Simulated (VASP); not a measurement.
# BeTe (Fm-3m) in VASP: a series of runs

The runs below take BeTe through single point, with PBE.

Everything below comes from runs of VASP 6.6.1. Logs are shortened: lines on timing, memory, paths and dates and some standing lists are left out, and cuts for length are marked.

## 1. The cell of the first run

It takes space group Fm-3m (No. 225, cubic). The conventional cell has a = 4.607 Å, b = 4.607 Å, c = 4.607 Å, α = 90.00°, β = 90.00°, γ = 90.00°. Within 3.0 Å of Be (site symmetry m-3m) lie 6 Te at 2.30 Å. Within 3.0 Å of Te (site symmetry m-3m) lie 6 Be at 2.30 Å.

## 2. Single point, PBE

INCAR reads:

```
SYSTEM = BeTe
  ALGO = Normal
  EDIFF = 1E-6
  ENCUT = 600
  GGA = PE
  GGA_COMPAT = .False.
  ISIF = 2
  ISMEAR = 0
  LASPH = .True.
  LCHARG = .True.
  LELF = .True.
  LREAL = .False.
  LVHAR = .True.
  LWAVE = .False.
  NBANDS = 11
  NELM = 120
  PREC = Accurate
  SIGMA = 0.1
```

KPOINTS reads:

```
k-points
0
Gamma
  6 6 6
  0 0 0
```

POSCAR reads:

```
BeTe
1.0
    0.0000000000      2.3037416220      2.3037416220
    2.3037416220      0.0000000000      2.3037416220
    2.3037416220      2.3037416220      0.0000000000
Be Te
1 1
Direct
    0.0000000000      0.0000000000      0.0000000000
    0.5000000000      0.5000000000      0.5000000000
```

Potentials or basis: VASP PAW PBE potentials, release 64 (Be, Te).

The run is started by

```console
> cat potpaw_PBE.64/Be/POTCAR potpaw_PBE.64/Te/POTCAR > POTCAR
> mpirun -np 1 vasp_std > vasp.out
```

OUTCAR:

```text
SYSTEM = BeTe
   EDIFF = 1E-6
   ENCUT = 600
   GGA = PE
   ISIF = 2
   ISMEAR = 0
   LASPH = .True.
   LREAL = .False.
   NELM = 120
   PREC = Accurate

 ion  position               nearest neighbor table
   1  0.000  0.000  0.000-   2 2.30   2 2.30   2 2.30   2 2.30   2 2.30   2 2.30
   2  0.500  0.500  0.500-   1 2.30   1 2.30   1 2.30   1 2.30   1 2.30   1 2.30

  LATTYP: Found a face centered cubic cell.
 ALAT       =     4.6074832440

  Lattice vectors:

 A1 = (   0.0000000000,   2.3037416220,   2.3037416220)
 A2 = (   2.3037416220,   0.0000000000,   2.3037416220)
 A3 = (   2.3037416220,   2.3037416220,   0.0000000000)

Analysis of symmetry for initial positions (statically):
=====================================================================
 Subroutine PRICEL returns:
 Original cell was already a primitive cell.

 Routine SETGRP: Setting up the symmetry group for a
 face centered cubic supercell.

 Subroutine GETGRP returns: Found 48 space group operations
 (whereof 48 operations were pure point group operations)
 out of a pool of 48 trial point group operations.

The static configuration has the point symmetry O_h .

Analysis of symmetry for dynamics (positions and initial velocities):
=====================================================================
 Subroutine PRICEL returns:
 Original cell was already a primitive cell.

 Routine SETGRP: Setting up the symmetry group for a
 face centered cubic supercell.

 Subroutine GETGRP returns: Found 48 space group operations
 (whereof 48 operations were pure point group operations)
 out of a pool of 48 trial point group operations.

The dynamic configuration has the point symmetry O_h .

 Subroutine INISYM returns: Found 48 space group operations
 (whereof 48 operations are pure point group operations),
 and found     1 'primitive' translations

----------------------------------------------------------------------------------------

                                     Primitive cell

  volume of cell :      24.4530

  direct lattice vectors                    reciprocal lattice vectors
     0.000000000  2.303741622  2.303741622    -0.217038228  0.217038228  0.217038228
     2.303741622  0.000000000  2.303741622     0.217038228 -0.217038228  0.217038228
     2.303741622  2.303741622  0.000000000     0.217038228  0.217038228 -0.217038228

  length of vectors
     3.257982646  3.257982646  3.257982646     0.375921239  0.375921239  0.375921239

  position of ions in fractional coordinates (direct lattice)
     0.000000000  0.000000000  0.000000000
     0.500000000  0.500000000  0.500000000

  ion indices of the primitive-cell ions
   primitive index   ion index
                 1           1
                 2           2

----------------------------------------------------------------------------------------

 KPOINTS: k-points

Automatic generation of k-mesh.
 Grid dimensions read from file:
 generate k-points for:    6    6    6

 Generating k-lattice:

  Cartesian coordinates                     Fractional coordinates (reciprocal lattice)
    -0.036173038  0.036173038  0.036173038     0.166666667  0.000000000  0.000000000
     0.036173038 -0.036173038  0.036173038     0.000000000  0.166666667  0.000000000
     0.036173038  0.036173038 -0.036173038     0.000000000  0.000000000  0.166666667

  Length of vectors
     0.062653540  0.062653540  0.062653540

  Shift w.r.t. Gamma in fractional coordinates (k-lattice)
     0.000000000  0.000000000  0.000000000

 Subroutine IBZKPT returns following result:
 ===========================================

 Found     16 irreducible k-points:

 Following reciprocal coordinates:
            Coordinates               Weight
  0.000000  0.000000  0.000000      1.000000
  0.166667  0.000000  0.000000      8.000000
  0.333333  0.000000  0.000000      8.000000
  0.500000  0.000000  0.000000      4.000000
  0.166667  0.166667  0.000000      6.000000
  0.333333  0.166667  0.000000     24.000000
[... 8 lines left out ...]
 -0.333333  0.333333  0.166667     24.000000
 -0.333333  0.500000  0.166667     12.000000
   k-points           NKPTS =     16   k-points in BZ     NKDIM =     16   number of bands    NBANDS=     11
   number of dos      NEDOS =    301   number of ions     NIONS =      2
   total plane-waves  NPLWV =  21952
   dimension x,y,z NGX =    28 NGY =   28 NGZ =   28
   dimension x,y,z NGXF=    56 NGYF=   56 NGZF=   56
   ions per type =               1   1
   NGX,Y,Z   is equivalent  to a cutoff of  14.29, 14.29, 14.29 a.u.
   NGXF,Y,Z  is equivalent  to a cutoff of  28.58, 28.58, 28.58 a.u.
 SYSTEM =  BeTe
   PREC   = accura    normal or accurate (medium, high low for compatibility)
   ISTART =      0    job   : 0-new  1-cont  2-samecut
   ICHARG =      2    charge: 1-file 2-atom 10-const
   ISPIN  =      1    spin polarized calculation?
   LNONCOLLINEAR =      F non collinear calculations
   LSORBIT =      F    spin-orbit coupling
   LASPH  =      T    aspherical Exc in radial PAW
   ENCUT  =  600.0 eV  44.10 Ry    6.64 a.u.   6.51  6.51  6.51*2*pi/ulx,y,z
   NELM   =    120;   NELMIN=  2; NELMDL= -5     # of ELM steps
   EDIFF  = 0.1E-05   stopping-criterion for ELM
   LREAL  =      F    real-space projection
   EDIFFG = 0.1E-04   stopping-criterion for IOM
   NSW    =      0    number of steps for IOM
   IBRION =     -1    ionic relax: 0-MD 1-quasi-New 2-CG
   NFREE  =      0    steps in history (QN), initial steepest desc. (CG)
   ISIF   =      2    stress and relaxation
   ISYM   =      2    0-nonsym 1-usesym 2-fastsym
   POTIM  = 0.5000    time-step for ionic-motion
   TEBEG  =    0.0;   TEEND  =   0.0 temperature during run
   PSTRESS=    0.0 pullay stress
   NELECT =       8.0000    total number of electrons
   NUPDOWN=      -1.0000    fix difference up-down
   EMIN   =  10.00;   EMAX   =-10.00  energy-range for DOS
   EFERMI =   0.00;   METHOD = LEGACY
   ISMEAR =     0;   SIGMA  =   0.10  broadening in eV -4-tet -1-fermi 0-gaus
   EFERMI_NEDOS =   21; number of points for ismear=-14 and -15
   IALGO  =     38    algorithm
   IMIX   =      4    mixing-type and parameters
     AMIX     =   0.40;   BMIX     =  1.00
     AMIX_MAG =   1.60;   BMIX_MAG =  1.00
  volume/ion in A,a.u.               =      12.23        82.51
  Fermi-wavevector in a.u.,A,eV,Ry     =   1.128048  2.131702 17.313320  1.272493
  Thomas-Fermi vector in A             =   2.264737
   LORBIT       =      0    0 simple, 1 ext, 2 COOP (PROOUT), +10 PAW based schemes
   GGA     = PE    functional components
   LHFCALC =     F    Hartree Fock is set to
   AEXX    =    0.0000 exact exchange contribution
   IVDW    =     0    specifies the selected vdW correction
   LEPSILON=     F    determine dielectric tensor
   LRPA    =     F    only Hartree local field effects (RPA)
 non-spin polarized calculation
 Gauss-broadening in eV      SIGMA  =   0.10
  energy-cutoff  :      600.00
  volume of cell :       24.45
 maximum number of plane-waves:       869
 NGX is ok and might be reduce to    28
   NGX = 13   NGY = 13   NGZ = 13

 number of electron       8.0000000 magnetization

 Free energy of the ion-electron system (eV)
  ---------------------------------------------------
  ext. energy  EPLUGINS =         0.00000000
  ---------------------------------------------------
  free energy    TOTEN  =        -4.30132574 eV

  energy without entropy =       -4.29809106  energy(sigma->0) =       -4.29970840

 E-fermi :  14.4064     XC(G=0): -11.9212

 val. band max:       14.0489443574   @ k =   0.5000   0.0000   0.0000
 cond. band min:      14.4877692538   @ k =   0.5000   0.3333   0.0000
 fundamental gap:      0.4388248964
 Fermi energy:        14.4064273004

 k-point     1 :       0.0000    0.0000    0.0000
  band No.  band energies     occupation
      1      -3.5576      2.00000
      2      13.8575      2.00000
      3      13.8575      2.00000
      4      13.8575      2.00000
      5      20.9052      0.00000
      6      20.9052      0.00000
      7      20.9052      0.00000
      8      22.1294      0.00000
      9      22.1294      0.00000
     10      22.1294      0.00000
     11      22.2407      0.00000

 k-point     2 :       0.1667    0.0000    0.0000
  band No.  band energies     occupation
      1      -3.0117      2.00000
      2      10.8769      2.00000
      3      13.7235      2.00000
      4      13.7235      2.00000
      5      19.6908      0.00000
      6      19.6908      0.00000
      7      19.8128      0.00000
      8      21.0408      0.00000
      9      22.0880      0.00000
     10      22.0880      0.00000
     11      24.8940      0.00000

 k-point     3 :       0.3333    0.0000    0.0000
  band No.  band energies     occupation
      1      -1.4475      2.00000
      2       6.3774      2.00000
      3      13.7453      2.00000
      4      13.7453      2.00000
      5      17.0016      0.00000
      6      17.0016      0.00000
      7      19.0430      0.00000
      8      20.5722      0.00000
      9      25.0811      0.00000
     10      25.0811      0.00000
     11      27.3997      0.00000

 k-point     4 :       0.5000    0.0000    0.0000
  band No.  band energies     occupation
      1       0.1106      2.00000
      2       3.7385      2.00000
      3      14.0489      2.00000
      4      14.0489      2.00000
      5      15.7205      0.00000
      6      15.7205      0.00000
      7      18.7011      0.00000
      8      20.5211      0.00000
      9      29.1324      0.00000
     10      29.1328      0.00000
     11      29.2696      0.00000
[... 127 lines left out ...]
 k-point    14 :       0.5000    0.3333    0.1667
  band No.  band energies     occupation
      1      -0.0384      2.00000
      2       7.1413      2.00000
      3       7.9836      2.00000
      4      10.5489      2.00000
      5      16.5737      0.00000
      6      19.2980      0.00000
      7      19.6899      0.00000
      8      25.6637      0.00000
      9      25.9363      0.00000
     10      27.6412      0.00000
     11      28.2276      0.00000

 k-point    15 :      -0.3333    0.3333    0.1667
  band No.  band energies     occupation
      1       1.4663      2.00000
      2       5.0199      2.00000
      3       7.6391      2.00000
      4       9.4679      2.00000
      5      17.6580      0.00000
      6      18.5807      0.00000
      7      22.7810      0.00000
      8      22.7871      0.00000
      9      26.3923      0.00000
     10      26.7450      0.00000
     11      30.1487      0.00000

 k-point    16 :      -0.3333    0.5000    0.1667
  band No.  band energies     occupation
      1       2.3016      2.00000
      2       4.9992      2.00000
      3       7.1892      2.00000
      4       8.1991      2.00000
      5      16.4126      0.00000
      6      18.6441      0.00000
      7      22.0841      0.00000
      8      24.6360      0.00000
      9      27.5373      0.00000
     10      29.3894      0.00000
     11      32.5804      0.00000

------------------------ aborting loop because EDIFF is reached ----------------------------------------

  FORCE on cell =-STRESS in cart. coord.  units (eV):
  Direction    XX          YY          ZZ          XY          YZ          ZX
  --------------------------------------------------------------------------------------
  -------------------------------------------------------------------------------------
  Total       11.6923123     11.6923123     11.6923123     -0.0000000      0.0000000     -0.0000000
  in kB      766.0898149    766.0898149    766.0898149     -0.0000000      0.0000000     -0.0000000
  external PRESSURE =     766.0898149 kB  Pullay stress =       0.0000000 kB

 VOLUME and BASIS-vectors are now :
 -----------------------------------------------------------------------------
  energy-cutoff  :      600.00
  volume of cell :       24.45
      direct lattice vectors                 reciprocal lattice vectors
     0.000000000  2.303741622  2.303741622    -0.217038228  0.217038228  0.217038228
     2.303741622  0.000000000  2.303741622     0.217038228 -0.217038228  0.217038228
     2.303741622  2.303741622  0.000000000     0.217038228  0.217038228 -0.217038228

 POSITION                                       TOTAL-FORCE (eV/Angst)
 -----------------------------------------------------------------------------------
      0.00000      0.00000      0.00000        -0.000000     -0.000000      0.000000
      2.30374      2.30374      2.30374         0.000000      0.000000     -0.000000
 -----------------------------------------------------------------------------------
    total drift:                                0.000000      0.000000      0.000000

  FREE ENERGIE OF THE ION-ELECTRON SYSTEM (eV)
  ---------------------------------------------------
  free  energy   TOTEN  =        -4.3013257409 eV

  energy  without entropy=       -4.2980910556  energy(sigma->0) =       -4.29970840
```

Run time: 5.5 s. Hardware: 1 thread of AMD EPYC 9R45 (Zen 5), shared host; peak memory 0.13 GiB.

Results:

```yaml
Free_energy: -4.3013 eV
Pressure: 76.6 GPa
Band_gap_on_the_k_mesh: zero (bands 4 and 5 overlap by 1.61 eV)
```

Levels at points of the mesh, in eV from the Fermi level:
```
           k point  band 2  band 3  band 4  band 5  band 6  band 7
(0.00, 0.00, 0.00)   -0.55   -0.55   -0.55    6.50    6.50    6.50
(0.50, 0.00, 0.00)  -10.67   -0.36   -0.36    1.31    1.31    4.29
(0.50, 0.50, 0.00)  -10.21   -5.29   -5.29   -0.72    1.04   12.32
```

Caveat: the k points lie up to 0.39 Å⁻¹ apart, too coarse for converged energies and pressures of a metal; spin-orbit coupling is left out, which moves the levels of the heavy elements.

## 3. Single point, PBE

This run uses another cell than the first one, of 19.17 Å³/atom.

INCAR reads:

```
ALGO     = Normal         # electronic algorithm
EDIFF    = 1E-6           # SCF threshold, eV
ENCUT    = 600            # plane-wave cutoff, eV
GGA      = PE             # functional
GGA_COMPAT= False        
ISIF     = 2              # what is computed and relaxed
ISMEAR   = 0              # smearing method
LASPH    = True           # aspherical terms in the spheres
LCHARG   = True           # write CHGCAR
LELF     = True           # ELF
LREAL    = False          # projectors in reciprocal space
LVHAR    = True         
LWAVE    = False          # write WAVECAR
NBANDS   = 11             # bands
NELM     = 120            # most SCF steps
PREC     = Accurate       # precision mode
SIGMA    = 0.1            # smearing width, eV
```

KPOINTS reads:

```
k-points
0
Gamma
  8 8 8
```

POSCAR reads:

```
BeTe
1.0
    0.0000000000      2.6761802757      2.6761802757
    2.6761802757      0.0000000000      2.6761802757
    2.6761802757      2.6761802757      0.0000000000
Be Te
1 1
Direct
    0.0000000000      0.0000000000      0.0000000000
    0.5000000000      0.5000000000      0.5000000000
```

Potentials or basis: VASP PAW PBE potentials, release 64 (Be, Te).

The run is started by

```console
> cat potpaw_PBE.64/Be/POTCAR potpaw_PBE.64/Te/POTCAR > POTCAR
> mpirun -np 1 vasp_std > vasp.out
```

Run time: 7.9 s. Hardware: 1 thread of AMD EPYC 9R45 (Zen 5), shared host; peak memory 0.14 GiB.

Results (log left out):

- Free energy: -6.6154 eV
- Pressure: 0.3 GPa
- Band gap on the k mesh: zero (bands 4 and 5 overlap by 1.09 eV)

Levels at points of the mesh, in eV from the Fermi level:
| k point | band 1 | band 2 | band 3 | band 4 | band 5 | band 6 | band 7 | band 8 | band 9 |
| --- | --- | --- | --- | --- | --- | --- | --- | --- | --- |
| (0.00, 0.00, 0.00) | -13.46 | -0.33 | -0.33 | -0.33 | 3.05 | 6.24 | 6.24 | 6.24 | 6.79 |
| (0.50, 0.00, 0.00) | -11.52 | -6.87 | -0.33 | -0.33 | 2.25 | 2.25 | 2.91 | 5.52 | 11.93 |
| (0.50, 0.50, 0.00) | -10.69 | -6.14 | -3.09 | -3.09 | -0.98 | 3.00 | 8.83 | 8.83 | 11.25 |

Caveat: spin-orbit coupling is left out, which moves the levels of the heavy elements.
